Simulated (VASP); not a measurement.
# Al8HRu8 (a cell with a defect) in VASP: single point with r2SCAN

Aim: the single point of Al8HRu8 (a cell with a defect) with r2SCAN.

Program: VASP 6.6.1. These are calculated values, not measurements. Logs are shortened: lines on timing, memory, paths and dates and some standing lists are left out, and cuts for length are marked.

## Step 1: The cell of the first run

The cell holds a defect, 17 atoms: a = 5.983 Å, b = 5.983 Å, c = 5.983 Å, α = 90.00°, β = 90.00°, γ = 90.00°.

## Step 2: Single point, r2SCAN

Input file POSCAR:

```
Al8HRu8
1.0
    5.9832000000      0.0000000000      0.0000000000
    0.0000000000      5.9832000000      0.0000000000
    0.0000000000      0.0000000000      5.9832000000
Al Ru H
8 8 1
Direct
    0.0000000000     -0.0095529941     -0.0134571421
    0.0000000000     -0.0095529941      0.5134571421
    0.0000000000      0.5008308505     -0.0015692530
    0.0000000000      0.5008308505      0.5015692530
    0.5000000000     -0.0033790587     -0.0019405296
    0.5000000000     -0.0033790587      0.5019405296
    0.5000000000      0.5020250163     -0.0028656001
    0.5000000000      0.5020250163      0.5028656001
    0.2592214843      0.2515120666      0.2500000000
    0.2501955911      0.2488831151      0.7500000000
    0.2498695040      0.7497093156      0.2500000000
    0.2518156459      0.7465163152      0.7500000000
    0.7407785157      0.2515120666      0.2500000000
    0.7498044089      0.2488831151      0.7500000000
    0.7501304960      0.7497093156      0.2500000000
    0.7481843541      0.7465163152      0.7500000000
    0.0000000000      0.1519107469      0.2500000000
```

Input file INCAR.step1:

```
PREC = Accurate
ENCUT = 440
ISMEAR = -1
SIGMA = 0.1
LREAL = F
LASPH = T
NELM = 120
NBANDS = 82
GGA = PE
ALGO = Normal
EDIFF = 1E-5
LWAVE = T
LCHARG = F
GGA_COMPAT = F
```

Input file INCAR.step2:

```
PREC = Accurate
ENCUT = 440
EDIFF = 1E-6
ISMEAR = -1
SIGMA = 0.1
LREAL = F
LASPH = T
NELM = 120
ALGO = Normal
ISIF = 2
LWAVE = F
LCHARG = F
METAGGA = R2SCAN
LMIXTAU = T
NBANDS = 82
ISTART = 1
GGA_COMPAT = F
```

Input file KPOINTS:

```
regular mesh
0
Gamma
  3 3 3
```

Potentials or basis: VASP PAW PBE potentials, release 64 (Al, Ru_pv, H).

On the command line:

```console
$ cat potpaw_PBE.64/Al/POTCAR potpaw_PBE.64/Ru_pv/POTCAR potpaw_PBE.64/H/POTCAR > POTCAR
$ cp INCAR.step1 INCAR
$ mpirun -np 1 vasp_std > vasp.out
$ cp INCAR.step2 INCAR
$ mpirun -np 1 vasp_std > vasp.out
```

OUTCAR:

```text
PREC = Accurate
   ENCUT = 440
   EDIFF = 1E-6
   ISMEAR = -1
   LREAL = F
   LASPH = T
   NELM = 120
   ISIF = 2
   METAGGA = R2SCAN
   ISTART = 1

 ion  position               nearest neighbor table
   1  0.000  0.990  0.987-  17 1.85  16 2.53  12 2.53  10 2.58  14 2.58  11 2.61  15 2.61   9 2.71
                            13 2.71   2 2.83   3 2.93   5 2.99   5 2.99   3 3.05   2 3.15
   2  0.000  0.990  0.513-  17 1.85  16 2.53  12 2.53  10 2.58  14 2.58  11 2.61  15 2.61   9 2.71
                            13 2.71   1 2.83   4 2.93   6 2.99   6 2.99   4 3.05   1 3.15
   3  0.000  0.501  0.998-  12 2.58  16 2.58  15 2.59  11 2.59  10 2.59  14 2.59  13 2.63   9 2.63
                             1 2.93   4 2.97   7 2.99   7 2.99   4 3.01   1 3.05
   4  0.000  0.501  0.502-  12 2.58  16 2.58  15 2.59  11 2.59  10 2.59  14 2.59  13 2.63   9 2.63
                             2 2.93   3 2.97   8 2.99   8 2.99   3 3.01   2 3.05
   5  0.500  0.997  0.998-  12 2.58  16 2.58  13 2.58   9 2.58  15 2.59  11 2.59  10 2.59  14 2.59
                             7 2.96   6 2.97   1 2.99   1 2.99   6 3.01   7 3.02
   6  0.500  0.997  0.502-  12 2.58  16 2.58  13 2.58   9 2.58  15 2.59  11 2.59  10 2.59  14 2.59
                             8 2.96   5 2.97   2 2.99   2 2.99   5 3.01   8 3.02
   7  0.500  0.502  0.997-  12 2.56  16 2.56  13 2.57   9 2.57  14 2.59  10 2.59  15 2.59  11 2.59
                             8 2.96   5 2.96   3 2.99   3 2.99   5 3.02   8 3.03
   8  0.500  0.502  0.503-  12 2.56  16 2.56  13 2.57   9 2.57  14 2.59  10 2.59  15 2.59  11 2.59
                             7 2.96   6 2.96   4 2.99   4 2.99   6 3.02   7 3.03
   9  0.259  0.252  0.250-  17 1.66   8 2.57   7 2.57   6 2.58   5 2.58   4 2.63   3 2.63   2 2.71
                             1 2.71  13 2.88  11 2.98  10 2.99  10 2.99  11 3.00  13 3.10
  10  0.250  0.249  0.750-   1 2.58   2 2.58   7 2.59   8 2.59   5 2.59   6 2.59   3 2.59   4 2.59
                            12 2.98  14 2.99   9 2.99   9 2.99  14 2.99  12 3.01
  11  0.250  0.750  0.250-   5 2.59   6 2.59   3 2.59   4 2.59   7 2.59   8 2.59   1 2.61   2 2.61
                             9 2.98  15 2.99  12 2.99  12 2.99  15 2.99   9 3.00
  12  0.252  0.747  0.750-   1 2.53   2 2.53   7 2.56   8 2.56   3 2.58   4 2.58   5 2.58   6 2.58
                            16 2.97  10 2.98  11 2.99  11 2.99  10 3.01  16 3.01
  13  0.741  0.252  0.250-  17 1.66   8 2.57   7 2.57   6 2.58   5 2.58   4 2.63   3 2.63   2 2.71
                             1 2.71   9 2.88  15 2.98  14 2.99  14 2.99  15 3.00   9 3.10
  14  0.750  0.249  0.750-   1 2.58   2 2.58   7 2.59   8 2.59   5 2.59   6 2.59   3 2.59   4 2.59
                            16 2.98  10 2.99  13 2.99  13 2.99  10 2.99  16 3.01
  15  0.750  0.750  0.250-   5 2.59   6 2.59   3 2.59   4 2.59   7 2.59   8 2.59   1 2.61   2 2.61
                            13 2.98  11 2.99  16 2.99  16 2.99  11 2.99  13 3.00
  16  0.748  0.747  0.750-   1 2.53   2 2.53   7 2.56   8 2.56   3 2.58   4 2.58   5 2.58   6 2.58
                            12 2.97  14 2.98  15 2.99  15 2.99  14 3.01  12 3.01
  17  0.000  0.152  0.250-   9 1.66  13 1.66   1 1.85   2 1.85

  LATTYP: Found a simple cubic cell.
 ALAT       =     5.9832000000

  Lattice vectors:

 A1 = (   5.9832000000,   0.0000000000,   0.0000000000)
 A2 = (   0.0000000000,   5.9832000000,   0.0000000000)
 A3 = (   0.0000000000,   0.0000000000,   5.9832000000)

Analysis of symmetry for initial positions (statically):
=====================================================================
 Subroutine PRICEL returns:
 Original cell was already a primitive cell.

 Routine SETGRP: Setting up the symmetry group for a
 simple cubic supercell.

 Subroutine GETGRP returns: Found  4 space group operations
 (whereof  2 operations were pure point group operations)
 out of a pool of 48 trial point group operations.

The static configuration has the point symmetry C_1h.
 The point group associated with its full space group is C_2v.

Analysis of symmetry for dynamics (positions and initial velocities):
=====================================================================
 Subroutine PRICEL returns:
 Original cell was already a primitive cell.

 Routine SETGRP: Setting up the symmetry group for a
 simple cubic supercell.

 Subroutine GETGRP returns: Found  4 space group operations
 (whereof  2 operations were pure point group operations)
 out of a pool of 48 trial point group operations.

The dynamic configuration has the point symmetry C_1h.
 The point group associated with its full space group is C_2v.

 Subroutine INISYM returns: Found  4 space group operations
 (whereof  2 operations are pure point group operations),
 and found     1 'primitive' translations

----------------------------------------------------------------------------------------

                                     Primitive cell

  volume of cell :     214.1907

  direct lattice vectors                    reciprocal lattice vectors
     5.983200000  0.000000000  0.000000000     0.167134644  0.000000000  0.000000000
     0.000000000  5.983200000  0.000000000     0.000000000  0.167134644  0.000000000
     0.000000000  0.000000000  5.983200000     0.000000000  0.000000000  0.167134644

  length of vectors
     5.983200000  5.983200000  5.983200000     0.167134644  0.167134644  0.167134644

  position of ions in fractional coordinates (direct lattice)
     0.000000000  0.990447006  0.986542858
     0.000000000  0.990447006  0.513457142
     0.000000000  0.500830851  0.998430747
     0.000000000  0.500830851  0.501569253
     0.500000000  0.996620941  0.998059470
     0.500000000  0.996620941  0.501940530
[... 9 lines left out ...]
     0.748184354  0.746516315  0.750000000
     0.000000000  0.151910747  0.250000000

  ion indices of the primitive-cell ions
   primitive index   ion index
                 1           1
                 2           2
                 3           3
                 4           4
                 5           5
                 6           6
[... 9 lines left out ...]
                16          16
                17          17

----------------------------------------------------------------------------------------

 KPOINTS: regular mesh

Automatic generation of k-mesh.
 Grid dimensions read from file:
 generate k-points for:    3    3    3

 Generating k-lattice:

  Cartesian coordinates                     Fractional coordinates (reciprocal lattice)
     0.055711548  0.000000000  0.000000000     0.333333333  0.000000000  0.000000000
     0.000000000  0.055711548  0.000000000     0.000000000  0.333333333  0.000000000
     0.000000000  0.000000000  0.055711548     0.000000000  0.000000000  0.333333333

  Length of vectors
     0.055711548  0.055711548  0.055711548

  Shift w.r.t. Gamma in fractional coordinates (k-lattice)
     0.000000000  0.000000000  0.000000000

 Subroutine IBZKPT returns following result:
 ===========================================

 Found      8 irreducible k-points:

 Following reciprocal coordinates:
            Coordinates               Weight
  0.000000  0.000000  0.000000      1.000000
  0.333333  0.000000  0.000000      2.000000
  0.000000  0.333333  0.000000      2.000000
  0.000000  0.000000  0.333333      2.000000
  0.333333  0.333333  0.000000      4.000000
  0.000000  0.333333  0.333333      4.000000
  0.333333  0.000000  0.333333      4.000000
  0.333333  0.333333  0.333333      8.000000
   k-points           NKPTS =      8   k-points in BZ     NKDIM =      8   number of bands    NBANDS=     82
   number of dos      NEDOS =    301   number of ions     NIONS =     17
   total plane-waves  NPLWV =  74088
   dimension x,y,z NGX =    42 NGY =   42 NGZ =   42
   dimension x,y,z NGXF=    84 NGYF=   84 NGZF=   84
   ions per type =               8   8   1
   NGX,Y,Z   is equivalent  to a cutoff of  11.67, 11.67, 11.67 a.u.
   NGXF,Y,Z  is equivalent  to a cutoff of  23.34, 23.34, 23.34 a.u.
 SYSTEM =  unknown system
   PREC   = accura    normal or accurate (medium, high low for compatibility)
   ISTART =      1    job   : 0-new  1-cont  2-samecut
   ICHARG =      0    charge: 1-file 2-atom 10-const
   ISPIN  =      1    spin polarized calculation?
   LNONCOLLINEAR =      F non collinear calculations
   LSORBIT =      F    spin-orbit coupling
   LASPH  =      T    aspherical Exc in radial PAW
   ENCUT  =  440.0 eV  32.34 Ry    5.69 a.u.  10.23 10.23 10.23*2*pi/ulx,y,z
   NELM   =    120;   NELMIN=  2; NELMDL=  0     # of ELM steps
   EDIFF  = 0.1E-05   stopping-criterion for ELM
   LREAL  =      F    real-space projection
   EDIFFG = 0.1E-04   stopping-criterion for IOM
   NSW    =      0    number of steps for IOM
   IBRION =     -1    ionic relax: 0-MD 1-quasi-New 2-CG
   NFREE  =      0    steps in history (QN), initial steepest desc. (CG)
   ISIF   =      2    stress and relaxation
   ISYM   =      2    0-nonsym 1-usesym 2-fastsym
   POTIM  = 0.5000    time-step for ionic-motion
   TEBEG  =    0.0;   TEEND  =   0.0 temperature during run
   PSTRESS=    0.0 pullay stress
   NELECT =     137.0000    total number of electrons
   NUPDOWN=      -1.0000    fix difference up-down
   EMIN   =  10.00;   EMAX   =-10.00  energy-range for DOS
   EFERMI =   0.00;   METHOD = LEGACY
   ISMEAR =    -1;   SIGMA  =   0.10  broadening in eV -4-tet -1-fermi 0-gaus
   EFERMI_NEDOS =   21; number of points for ismear=-14 and -15
   IALGO  =     38    algorithm
   IMIX   =      4    mixing-type and parameters
     AMIX     =   0.40;   BMIX     =  1.00
     AMIX_MAG =   1.60;   BMIX_MAG =  1.00
  volume/ion in A,a.u.               =      12.60        85.03
  Fermi-wavevector in a.u.,A,eV,Ry     =   1.410527  2.665510 27.069979  1.989587
  Thomas-Fermi vector in A             =   2.532472
   LORBIT       =      0    0 simple, 1 ext, 2 COOP (PROOUT), +10 PAW based schemes
   METAGGA = R2SCAN    functional components
   LHFCALC =     F    Hartree Fock is set to
   AEXX    =    0.0000 exact exchange contribution
   IVDW    =     0    specifies the selected vdW correction
   LEPSILON=     F    determine dielectric tensor
   LRPA    =     F    only Hartree local field effects (RPA)
 non-spin polarized calculation
  energy-cutoff  :      440.00
  volume of cell :      214.19
 maximum number of plane-waves:      4500
 NGX is ok and might be reduce to    42
   NGX = 21   NGY = 21   NGZ = 21

 number of electron     136.9999998 magnetization

 Free energy of the ion-electron system (eV)
  ---------------------------------------------------
  ext. energy  EPLUGINS =         0.00000000
  ---------------------------------------------------
  free energy    TOTEN  =      -272.18018762 eV

  energy without entropy =     -271.81869034  energy(sigma->0) =     -271.99943898

 E-fermi :  10.6313     XC(G=0): -13.6605

 val. band max:       10.6149672208   @ k =   0.0000   0.3333   0.0000
 cond. band min:      10.6345445943   @ k =   0.0000   0.0000   0.3333
 fundamental gap:      0.0195773735
 Fermi energy:        10.6312657741

 k-point     1 :       0.0000    0.0000    0.0000
  band No.  band energies     occupation
      1     -32.9410      2.00000
      2     -32.7050      2.00000
      3     -32.6539      2.00000
      4     -32.6442      2.00000
      5     -32.6137      2.00000
      6     -32.5908      2.00000
[... 72 lines left out ...]
     79      14.0311      0.00000
[... 580 lines left out ...]
     79      15.8341      0.00000
     80      16.1170      0.00000
 [bands above 80 left out]

------------------------ aborting loop because EDIFF is reached ----------------------------------------

  FORCE on cell =-STRESS in cart. coord.  units (eV):
  Direction    XX          YY          ZZ          XY          YZ          ZX
  --------------------------------------------------------------------------------------
  -------------------------------------------------------------------------------------
  Total        1.2251303      1.1026123      1.8165822      0.0000000      0.0000000      0.0000000
  in kB        9.1641523      8.2477000     13.5882986      0.0000000      0.0000000      0.0000000
  external PRESSURE =      10.3333836 kB  Pullay stress =       0.0000000 kB

 VOLUME and BASIS-vectors are now :
 -----------------------------------------------------------------------------
  energy-cutoff  :      440.00
  volume of cell :      214.19
      direct lattice vectors                 reciprocal lattice vectors
     5.983200000  0.000000000  0.000000000     0.167134644  0.000000000  0.000000000
     0.000000000  5.983200000  0.000000000     0.000000000  0.167134644  0.000000000
     0.000000000  0.000000000  5.983200000     0.000000000  0.000000000  0.167134644

 POSITION                                       TOTAL-FORCE (eV/Angst)
 -----------------------------------------------------------------------------------
      0.00000      5.92604      5.90268        -0.000000     -0.002799      0.012496
      0.00000      5.92604      3.07212        -0.000000     -0.002799     -0.012496
      0.00000      2.99657      5.97381        -0.000000      0.000315     -0.001941
      0.00000      2.99657      3.00099        -0.000000      0.000315      0.001941
      2.99160      5.96298      5.97159        -0.000000      0.002219     -0.000905
      2.99160      5.96298      3.00321        -0.000000      0.002219      0.000905
[... 9 lines left out ...]
      4.47654      4.46656      4.48740         0.006366      0.001179     -0.000000
      0.00000      0.90891      1.49580        -0.000000     -0.032853     -0.000000
 -----------------------------------------------------------------------------------
    total drift:                                0.000000     -0.000325     -0.000003

  FREE ENERGIE OF THE ION-ELECTRON SYSTEM (eV)
  ---------------------------------------------------
  free  energy   TOTEN  =      -272.1801876203 eV

  energy  without entropy=     -271.8186903444  energy(sigma->0) =     -271.99943898
```

It took 10 min on 1 thread of Intel Xeon Platinum 8488C (Sapphire Rapids), shared host; peak memory 0.33 GiB.

Results:

```yaml
Free_energy: -272.1802 eV
Pressure: 1.0 GPa
Largest_force: 0.033 eV/Å
Band_gap_on_the_k_mesh: zero (an odd number of electrons rules out a gap without spin polarisation)
```

Forces on the atoms (eV/Å):
```
Al   0.000 -0.003  0.012
Al   0.000 -0.003 -0.012
Al   0.000  0.000 -0.002
Al   0.000  0.000  0.002
Al   0.000  0.002 -0.001
Al   0.000  0.002  0.001
Al   0.000 -0.005 -0.010
Al   0.000 -0.005  0.010
Ru   0.017  0.009  0.000
Ru   0.002  0.005  0.000
Ru  -0.012  0.006  0.000
Ru  -0.006  0.001  0.000
Ru  -0.017  0.009  0.000
Ru  -0.002  0.005  0.000
Ru   0.012  0.006  0.000
Ru   0.006  0.001  0.000
H    0.000 -0.033  0.000
```

Levels at points of the mesh, in eV from the Fermi level:
| k point | band 63 | band 64 | band 65 | band 66 | band 67 | band 68 | band 69 | band 70 | band 71 | band 72 |
| --- | --- | --- | --- | --- | --- | --- | --- | --- | --- | --- |
| (0.00, 0.00, 0.00) | -1.16 | 0.15 | 0.19 | 0.21 | 0.43 | 0.45 | 0.50 | 1.49 | 1.76 | 1.79 |

Caveat: the PAW data sets were made with another functional, which shifts forces and pressure a little.
